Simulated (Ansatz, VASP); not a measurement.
**One calculation of TiB2, two programs**

```
CELL_PARAMETERS angstrom
3.05949 0.00000 0.00000
-1.52975 2.64960 0.00000
0.00000 0.00000 3.22840
ATOMIC_POSITIONS crystal
Ti 0.00000 0.00000 0.00000
B 0.33333 0.66667 0.50000
B 0.66667 0.33333 0.50000
```

Change from the starting cell: equal xx and yy strain of +1 %.

Alike in both runs: task single point; functional PBEsol; k mesh 15 × 15 × 13; occupations fermi-dirac, width 0.08 eV; no spin polarisation.

|  | VASP | Ansatz |
| --- | --- | --- |
| version | VASP 6.6.1 | Ansatz 0.2.0 |
| potentials or method | VASP PAW PBE potentials, release 64 (Ti_sv, B), cutoff 520 eV | all-electron LAPW, scalar-relativistic |

```tsv
	VASP	Ansatz	Ansatz less VASP
pressure (GPa)	-9.9	-10.2	-0.36
traceless stress, the component that is largest in VASP (GPa)	1.40	1.50	+0.104
```

VASP's potentials were made for PBE, not for PBEsol. Ansatz ran all-electron here, and VASP with PAW potentials.
